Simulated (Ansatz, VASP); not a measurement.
Two plane-wave programs on Al

Contents of INCAR:

```
  PREC = Accurate
  ENCUT = 520
  EDIFF = 1E-6
  ISMEAR = 0
  SIGMA = 0.15
  LREAL = F
  LASPH = T
  NELM = 80
  ALGO = Fast
  ISIF = 2
  LWAVE = F
  LCHARG = T
  GGA = PE
  LELF = T
  LVHAR = T
  NBANDS = 8
```

The input KPOINTS:

```
Automatic mesh
0
Gamma
  20 20 20
```

Contents of POSCAR:

```
Al
1.0
   -1.6458166693      1.8156552445      1.6175102401
    1.6458166693     -1.8156552445      1.6175102401
    1.4193652357      1.5892038109     -1.6175102401
Al
1
Direct
    0.0000000000      0.0000000000      0.0000000000
```

Input for Ansatz:

```yaml
crystal:
  lattice:
    - [-1.6458166693, 1.8156552445, 1.6175102401]
    - [1.6458166693, -1.8156552445, 1.6175102401]
    - [1.4193652357, 1.5892038109, -1.6175102401]
  atoms:
    - { symbol: Al, position: [0.0, 0.0, 0.0] }
basis:
  ecutwfc: 420
kpoints:
  mp_grid: { grid: [20, 20, 20] }
hamiltonian:
  xc: pbe
scf:
  occupations: { method: gaussian, width: 0.15 }
output:
  forces: true
  stress: true
  eigenvalues: true
```

Change from the starting cell: engineering shear strain xy -0.1400, strain +e along x and -e along y -0.0525.

Alike in both runs: task single point; functional PBE; k mesh 20 × 20 × 20; occupations gaussian, width 0.15 eV; no spin polarisation.

```csv
,VASP,Ansatz
version,VASP 6.6.1,Ansatz 0.2.0
potentials or method,"VASP PAW PBE potentials, release 64 (Al), cutoff 520 eV","scalar-relativistic, plane waves, PAW"
valence electrons in the cell,3,3
```

|  | VASP | Ansatz | Ansatz less VASP |
| --- | --- | --- | --- |
| gap on the k mesh at the Fermi level (eV) | none | none | - |
| pressure (GPa) | 2.0 | 2.1 | +0.02 |
| traceless stress, the component that is largest in VASP (GPa) | 5.88 | 5.90 | +0.016 |

A gap of «none» marks a metal or a gap that the smearing closes.
